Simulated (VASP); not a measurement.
The system is Cd4S.

```
Cd S
1.0
    -3.06095    3.06095    3.06095
     3.06095   -3.06095    3.06095
     3.06095    3.06095   -3.06095
Cd S
4 1
Cartesian
  1.5305 1.5305 1.5305
  -1.5305 1.5305 1.5305
  1.5305 1.5305 -1.5305
  1.5305 -1.5305 1.5305
  0.0000 0.0000 0.0000
```

The cell was generated, and may not be a known phase.

- Program: VASP 6.6.1
- Task: relaxation of cell and atoms
- Functional: PBE
- Potentials or basis: VASP PAW PBE potentials, release 64 (Cd_sv_GW, S)
- Cutoff: 630 eV
- k mesh: 4 × 4 × 4
- Occupations: gaussian, width 0.1 eV
- Spin: no spin polarisation

At the start: pressure 6.5 GPa; volume 22.94 Å³/atom.

Question: Where does the relaxation end?

Answer: Over 3 steps the energy falls by 49.9 meV/atom and the volume is 25.64 Å³/atom (+11.8 %); space group Im-3m (No. 229, to 0.1 Å) before and after.

The path:
| step | energy change (eV) | largest force (eV/Å) | pressure (GPa) | volume (Å³) |
| --- | --- | --- | --- | --- |
| 1 | 0.0000 | 0.0000 | 6.54 | 114.72 |
| 2 | -0.2417 | 0.0000 | -0.89 | 130.99 |
| 3 | -0.2494 | 0.0000 | 0.00 | 128.22 |

Final structure:
```
CELL_PARAMETERS angstrom
-3.17659 3.17659 3.17659
3.17659 -3.17659 3.17659
3.17659 3.17659 -3.17659
ATOMIC_POSITIONS crystal
Cd 0.50000 0.50000 0.50000
Cd 0.50000 0.00000 0.00000
Cd 0.00000 0.00000 0.50000
Cd 0.00000 0.50000 0.00000
S 0.00000 0.00000 0.00000
```

Caveat: the k points lie up to 0.35 Å⁻¹ apart in the final cell, too coarse for converged energies and pressures of a metal.
